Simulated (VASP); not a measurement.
Input of a VASP 6.6.1 run:

The input INCAR:

```
PREC = Accurate
ENCUT = 520
EDIFF = 1E-6
ISMEAR = -1
SIGMA = 0.0806
LREAL = False
LASPH = True
NELM = 100
ALGO = Normal
ISIF = 2
LWAVE = False
LCHARG = True
GGA = PE
LELF = True
LVHAR = True
NBANDS = 30
```

Contents of KPOINTS:

```
Automatic mesh
0
Gamma
  3 3 3
```

POSCAR

```
CsPbBr3
1.0
    5.9764760152      0.0000000000      0.0000000000
    0.0000000000      5.9764760152      0.0000000000
    0.0000000000      0.0000000000      5.9764760152
Br Pb Cs
3 1 1
Direct
    0.0000000000      0.5000000000      0.5000000000
    0.5000000000      0.0000000000      0.5000000000
    0.5000000000      0.5000000000      0.0000000000
    0.5000000000      0.5000000000      0.5000000000
    0.0000000000      0.0000000000      0.0000000000
```

Potentials or basis: VASP PAW PBE potentials, release 64 (Br, Pb_d, Cs_sv).

The run is started by

```sh
$ cat potpaw_PBE.64/Br/POTCAR potpaw_PBE.64/Pb_d/POTCAR potpaw_PBE.64/Cs_sv/POTCAR > POTCAR
$ mpirun -np 1 vasp_std > vasp.out
```

What does it give for the pressure?

0.0 GPa.

Predict the band gap on the k mesh.

3.95 eV.

Caveat: spin-orbit coupling is left out, which moves the levels of the heavy elements; an odd mesh through Γ misses points on the zone boundary, where band edges can lie.
